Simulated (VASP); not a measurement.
Input of a VASP 6.6.1 run:

INCAR

```
SYSTEM = Ir
PREC = Accurate ; ENCUT = 500
EDIFF = 1E-8 ; ISMEAR = -1
SIGMA = 0.15 ; LREAL = .False.
LASPH = .True. ; NELM = 120
ALGO = Normal ; ISIF = 3
LWAVE = .False. ; LCHARG = .False.
GGA = PS ; NBANDS = 16
IBRION = 6 ; NFREE = 2
POTIM = 0.015 ; NSW = 1
GGA_COMPAT = .False.
```

The input KPOINTS:

```
Automatic mesh
0
Gamma
  18 18 10
  0 0 0
```

File POSCAR:

```
Ir
1.0
    2.6878620592      0.0000000000      0.0000000000
   -1.3439310296      2.3277568251      0.0000000000
    0.0000000000      0.0000000000      4.3596411672
Ir
2
Direct
    0.6666666667      0.3333333333      0.7500000000
    0.3333333333      0.6666666667      0.2500000000
```

Potentials or basis: VASP PAW PBE potentials, release 64 (Ir).

Run with:

```console
$ cat potpaw_PBE.64/Ir/POTCAR > POTCAR
$ mpirun -np 1 vasp_std > vasp.out
```

What does it give for the Voigt bulk modulus?

447 GPa.

Estimate the highest phonon frequency at Γ.

225 cm⁻¹.

Clamped-ion elastic tensor (GPa):
```
767 264 300   0   0   0
264 767 300   0   0   0
300 300 762   0   0   0
  0   0   0 120   0   0
  0   0   0   0 120   0
  0   0   0   0   0 251
```

Caveat: the cell is under stress, which shifts elastic constants; the PAW data sets were made with another functional, which shifts forces and pressure a little.
